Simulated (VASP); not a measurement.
# Ca3Tc (Pm-3m) in VASP: notebook

Runs on Ca3Tc. Level: PBE. Tasks: single point, relaxation of cell and atoms.

All numbers are computed with VASP 6.6.1; they aren't measurements. Logs are shortened: lines on timing, memory, paths and dates and some standing lists are left out, and cuts for length are marked.

## (1) The cell of the first run

Symmetry: Pm-3m, No. 221, cubic system. Conventional cell: a = 4.752 Å, b = 4.752 Å, c = 4.752 Å, α = 90.00°, β = 90.00°, γ = 90.00°. Tc (site symmetry m-3m) has 12 Ca at 3.36 Å within 4.4 Å. Ca (site symmetry 4/mmm) has 4 Tc at 3.36 Å and 8 Ca at 3.36 Å within 4.4 Å.

## (2) Single point, PBE

INCAR

```
PREC = Accurate
ENCUT = 500
EDIFF = 1E-6
ISMEAR = -1
SIGMA = 0.05
LREAL = False
LASPH = True
NELM = 120
ALGO = Normal
ISIF = 2
LWAVE = False
LCHARG = False
GGA = PE
NBANDS = 30
GGA_COMPAT = False
```

KPOINTS

```
Automatic mesh
0
Gamma
  5 5 5
```

POSCAR

```
Ca3Tc
1.0
    4.7524867352      0.0000000000      0.0000000000
    0.0000000000      4.7524867352      0.0000000000
    0.0000000000      0.0000000000      4.7524867352
Tc Ca
1 3
Direct
    0.0000000000      0.0000000000      0.0000000000
    0.0000000000      0.5000000000      0.5000000000
    0.5000000000      0.0000000000      0.5000000000
    0.5000000000      0.5000000000      0.0000000000
```

Potentials or basis: VASP PAW PBE potentials, release 64 (Tc_pv, Ca_sv).

On the command line:

```bash
$ cat potpaw_PBE.64/Tc_pv/POTCAR potpaw_PBE.64/Ca_sv/POTCAR > POTCAR
$ mpirun -np 1 vasp_std > vasp.out
```

OUTCAR:

```text
PREC = Accurate
   ENCUT = 500
   EDIFF = 1E-6
   ISMEAR = -1
   LREAL = False
   LASPH = True
   NELM = 120
   ISIF = 2
   GGA = PE

 ion  position               nearest neighbor table
   1  0.000  0.000  0.000-
   2  0.000  0.500  0.500-
   3  0.500  0.000  0.500-
   4  0.500  0.500  0.000-

  LATTYP: Found a simple cubic cell.
 ALAT       =     4.7524867352

  Lattice vectors:

 A1 = (   4.7524867352,   0.0000000000,   0.0000000000)
 A2 = (   0.0000000000,   4.7524867352,   0.0000000000)
 A3 = (   0.0000000000,   0.0000000000,   4.7524867352)

Analysis of symmetry for initial positions (statically):
=====================================================================
 Subroutine PRICEL returns:
 Original cell was already a primitive cell.

 Routine SETGRP: Setting up the symmetry group for a
 simple cubic supercell.

 Subroutine GETGRP returns: Found 48 space group operations
 (whereof 48 operations were pure point group operations)
 out of a pool of 48 trial point group operations.

The static configuration has the point symmetry O_h .

Analysis of symmetry for dynamics (positions and initial velocities):
=====================================================================
 Subroutine PRICEL returns:
 Original cell was already a primitive cell.

 Routine SETGRP: Setting up the symmetry group for a
 simple cubic supercell.

 Subroutine GETGRP returns: Found 48 space group operations
 (whereof 48 operations were pure point group operations)
 out of a pool of 48 trial point group operations.

The dynamic configuration has the point symmetry O_h .

 Subroutine INISYM returns: Found 48 space group operations
 (whereof 48 operations are pure point group operations),
 and found     1 'primitive' translations

----------------------------------------------------------------------------------------

                                     Primitive cell

  volume of cell :     107.3403

  direct lattice vectors                    reciprocal lattice vectors
     4.752486735  0.000000000  0.000000000     0.210416158  0.000000000  0.000000000
[... 67 lines left out ...]
   ISTART =      0    job   : 0-new  1-cont  2-samecut
   ICHARG =      2    charge: 1-file 2-atom 10-const
   ISPIN  =      1    spin polarized calculation?
   LNONCOLLINEAR =      F non collinear calculations
   LSORBIT =      F    spin-orbit coupling
   LASPH  =      T    aspherical Exc in radial PAW
   ENCUT  =  500.0 eV  36.75 Ry    6.06 a.u.   8.66  8.66  8.66*2*pi/ulx,y,z
   NELM   =    120;   NELMIN=  2; NELMDL= -5     # of ELM steps
   EDIFF  = 0.1E-05   stopping-criterion for ELM
   LREAL  =      F    real-space projection
   EDIFFG = 0.1E-04   stopping-criterion for IOM
   NSW    =      0    number of steps for IOM
   IBRION =     -1    ionic relax: 0-MD 1-quasi-New 2-CG
   NFREE  =      0    steps in history (QN), initial steepest desc. (CG)
   ISIF   =      2    stress and relaxation
   ISYM   =      2    0-nonsym 1-usesym 2-fastsym
   POTIM  = 0.5000    time-step for ionic-motion
   TEBEG  =    0.0;   TEEND  =   0.0 temperature during run
   PSTRESS=    0.0 pullay stress
   NELECT =      43.0000    total number of electrons
   NUPDOWN=      -1.0000    fix difference up-down
   EMIN   =  10.00;   EMAX   =-10.00  energy-range for DOS
   EFERMI =   0.00;   METHOD = LEGACY
   ISMEAR =    -1;   SIGMA  =   0.05  broadening in eV -4-tet -1-fermi 0-gaus
   EFERMI_NEDOS =   21; number of points for ismear=-14 and -15
   IALGO  =     38    algorithm
   IMIX   =      4    mixing-type and parameters
     AMIX     =   0.40;   BMIX     =  1.00
     AMIX_MAG =   1.60;   BMIX_MAG =  1.00
  volume/ion in A,a.u.               =      26.84       181.09
  Fermi-wavevector in a.u.,A,eV,Ry     =   1.206823  2.280564 19.815805  1.456421
  Thomas-Fermi vector in A             =   2.342478
   LORBIT       =      0    0 simple, 1 ext, 2 COOP (PROOUT), +10 PAW based schemes
   GGA     = PE    functional components
   LHFCALC =     F    Hartree Fock is set to
   AEXX    =    0.0000 exact exchange contribution
   IVDW    =     0    specifies the selected vdW correction
   LEPSILON=     F    determine dielectric tensor
   LRPA    =     F    only Hartree local field effects (RPA)
 non-spin polarized calculation
  energy-cutoff  :      500.00
  volume of cell :      107.34
 maximum number of plane-waves:      2777
 NGX is ok and might be reduce to    36
   NGX = 17   NGY = 17   NGZ = 17

 number of electron      42.9999987 magnetization

 Free energy of the ion-electron system (eV)
  ---------------------------------------------------
  ext. energy  EPLUGINS =         0.00000000
  ---------------------------------------------------
  free energy    TOTEN  =       -13.58873684 eV

  energy without entropy =      -13.53763157  energy(sigma->0) =      -13.56318420

 E-fermi :   3.8931     XC(G=0):  -9.5080

 val. band max:        3.8497802979   @ k =   0.4000   0.4000   0.2000
 cond. band min:       3.9533705022   @ k =   0.4000   0.4000   0.4000
 fundamental gap:      0.1035902043
 Fermi energy:         3.8931444334

 k-point     1 :       0.0000    0.0000    0.0000
  band No.  band energies     occupation
      1     -36.8122      2.00000
      2     -36.7148      2.00000
      3     -36.7148      2.00000
      4     -33.7404      2.00000
      5     -33.7404      2.00000
      6     -33.7404      2.00000
[... 319 lines left out ...]
     29       7.1113      0.00000
     30       7.1114      0.00000

------------------------ aborting loop because EDIFF is reached ----------------------------------------

  FORCE on cell =-STRESS in cart. coord.  units (eV):
  Direction    XX          YY          ZZ          XY          YZ          ZX
  --------------------------------------------------------------------------------------
  -------------------------------------------------------------------------------------
  Total        0.4937177      0.4937177      0.4937177      0.0000000      0.0000000     -0.0000000
  in kB        7.3693059      7.3693059      7.3693059      0.0000000      0.0000000     -0.0000000
  external PRESSURE =       7.3693059 kB  Pullay stress =       0.0000000 kB

 VOLUME and BASIS-vectors are now :
 -----------------------------------------------------------------------------
  energy-cutoff  :      500.00
  volume of cell :      107.34
      direct lattice vectors                 reciprocal lattice vectors
     4.752486735  0.000000000  0.000000000     0.210416158  0.000000000  0.000000000
     0.000000000  4.752486735  0.000000000     0.000000000  0.210416158  0.000000000
     0.000000000  0.000000000  4.752486735     0.000000000  0.000000000  0.210416158

 POSITION                                       TOTAL-FORCE (eV/Angst)
 -----------------------------------------------------------------------------------
      0.00000      0.00000      0.00000         0.000000      0.000000      0.000000
      0.00000      2.37624      2.37624         0.000000      0.000000      0.000000
      2.37624      0.00000      2.37624         0.000000      0.000000      0.000000
      2.37624      2.37624      0.00000         0.000000      0.000000      0.000000
 -----------------------------------------------------------------------------------
    total drift:                                0.000000      0.000000      0.000000

  FREE ENERGIE OF THE ION-ELECTRON SYSTEM (eV)
  ---------------------------------------------------
  free  energy   TOTEN  =       -13.5887368380 eV

  energy  without entropy=      -13.5376315717  energy(sigma->0) =      -13.56318420
```

OSZICAR:

```text
N       E                     dE             d eps       ncg     rms          rms(c)
DAV:   1     0.479429121145E+03    0.47943E+03   -0.21321E+04   616   0.132E+03
DAV:   2     0.125923339139E+02   -0.46684E+03   -0.45879E+03   630   0.421E+02
DAV:   3    -0.126730586807E+02   -0.25265E+02   -0.24570E+02  1120   0.844E+01
DAV:   4    -0.142849348159E+02   -0.16119E+01   -0.16058E+01   864   0.167E+01
DAV:   5    -0.143617796017E+02   -0.76845E-01   -0.76827E-01   884   0.327E+00    0.956E+00
DAV:   6    -0.175325923261E+02   -0.31708E+01   -0.38899E+01   666   0.155E+01    0.151E+01
DAV:   7    -0.135761634110E+02    0.39564E+01   -0.18909E+01   660   0.127E+01    0.319E+00
DAV:   8    -0.136378422017E+02   -0.61679E-01   -0.14670E+00   938   0.381E+00    0.184E+00
DAV:   9    -0.135880499312E+02    0.49792E-01   -0.42723E-01   696   0.173E+00    0.299E-01
DAV:  10    -0.135882990167E+02   -0.24909E-03   -0.10306E-02   802   0.366E-01    0.148E-01
DAV:  11    -0.135887585110E+02   -0.45949E-03   -0.10916E-03   800   0.179E-01    0.454E-02
DAV:  12    -0.135887367873E+02    0.21724E-04   -0.15258E-04   848   0.338E-02    0.137E-02
DAV:  13    -0.135887371644E+02   -0.37708E-06   -0.15750E-05   742   0.148E-02    0.344E-03
DAV:  14    -0.135887368380E+02    0.32641E-06   -0.60700E-07   426   0.446E-03
   1 F= -.13588737E+02 E0= -.13563184E+02  d E =-.511053E-01
```

stdout:

```text
POSCAR found type information on POSCAR TcCa
 POSCAR found :  2 types and       4 ions
 scaLAPACK will be used
 LDA part: xc-table for (Slater+PW92), standard interpolation
 POSCAR, INCAR and KPOINTS ok, starting setup
 FFT: planning ... GRIDC
 FFT: planning ... GRID_SOFT
 FFT: planning ... GRID
 WAVECAR not read
 entering main loop
```

It took 42 s on 1 thread of Intel Xeon 8259CL, shared host; peak memory 0.21 GiB.

Results:

| Item | Value |
| --- | --- |
| Free energy | -13.5887 eV |
| Pressure | 0.7 GPa |
| Band gap on the k mesh | zero (an odd number of electrons rules out a gap without spin polarisation) |

## (3) Single point, PBE

This run uses another cell than the first one, of 27.38 Å³/atom.

INCAR

```
  PREC = Accurate
  ENCUT = 500
  EDIFF = 1E-6
  ISMEAR = -1
  SIGMA = 0.05
  LREAL = False
  LASPH = True
  NELM = 120
  ALGO = Normal
  ISIF = 2
  LWAVE = False
  LCHARG = True
  GGA = PE
  LELF = True
  LVHAR = True
  NBANDS = 30
  GGA_COMPAT = False
```

KPOINTS

```
regular mesh
0
Gamma
  5 5 5
```

POSCAR

```
Ca3Tc
1.0
    4.7845991062      0.0000000000      0.0000000000
    0.0000000000      4.7845991062      0.0000000000
    0.0000000000      0.0000000000      4.7845991062
Tc Ca
1 3
Direct
    0.0000000000      0.0000000000      0.0000000000
    0.0000000000      0.5000000000      0.5000000000
    0.5000000000      0.0000000000      0.5000000000
    0.5000000000      0.5000000000      0.0000000000
```

Potentials or basis: VASP PAW PBE potentials, release 64 (Tc_pv, Ca_sv).

On the command line:

```bash
$ cat potpaw_PBE.64/Tc_pv/POTCAR potpaw_PBE.64/Ca_sv/POTCAR > POTCAR
$ mpirun -np 1 vasp_std > vasp.out
```

Run time: 36 s. Hardware: 1 thread of Intel Xeon 8259CL, shared host; peak memory 0.21 GiB.

It converged, with:

```
Free energy            : -13.5951 eV
Pressure               : 0.0 GPa
Band gap on the k mesh : zero (an odd number of electrons rules out a gap without spin polarisation)
```

Levels at points of the mesh, in eV from the Fermi level:
| k point | band 18 | band 19 | band 20 | band 21 | band 22 | band 23 | band 24 | band 25 | band 26 | band 27 |
| --- | --- | --- | --- | --- | --- | --- | --- | --- | --- | --- |
| (0.00, 0.00, 0.00) | -1.32 | -0.95 | -0.62 | -0.62 | -0.62 | 2.25 | 2.25 | 2.25 | 2.66 | 2.66 |

## (4) Single point, PBE

This run uses another cell than the first one, of 27.93 Å³/atom.

INCAR

```
PREC = Accurate
ENCUT = 500
EDIFF = 1E-6
ISMEAR = -1
SIGMA = 0.05
LREAL = False
LASPH = True
NELM = 120
ALGO = Normal
ISIF = 2
LWAVE = False
LCHARG = False
GGA = PE
NBANDS = 30
GGA_COMPAT = False
```

KPOINTS

```
Automatic mesh
0
Gamma
  5 5 5
```

POSCAR

```
Ca3Tc
1.0
    4.8162861164      0.0000000000      0.0000000000
    0.0000000000      4.8162861164      0.0000000000
    0.0000000000      0.0000000000      4.8162861164
Tc Ca
1 3
Direct
    0.0000000000      0.0000000000      0.0000000000
    0.0000000000      0.5000000000      0.5000000000
    0.5000000000      0.0000000000      0.5000000000
    0.5000000000      0.5000000000      0.0000000000
```

On the command line:

```bash
$ cat potpaw_PBE.64/Tc_pv/POTCAR potpaw_PBE.64/Ca_sv/POTCAR > POTCAR
$ mpirun -np 1 vasp_std > vasp.out
```

Run time: 32 s. Hardware: 1 thread of Intel Xeon 8259CL, shared host; peak memory 0.21 GiB.

Results (log left out):

| Property | Result |
| --- | --- |
| Free energy | -13.5919 eV |
| Pressure | -0.6 GPa |
| Band gap on the k mesh | zero (an odd number of electrons rules out a gap without spin polarisation) |

Levels at points of the mesh, in eV from the Fermi level:
```tsv
k point	band 20	band 21	band 22	band 23	band 24	band 25
(0.00, 0.00, 0.00)	-0.59	-0.59	-0.59	2.23	2.23	2.23
```

(Part 1 of 2 ends here.)

The gap in the log of VASP goes by the Fermi energy; the results here count the filled bands.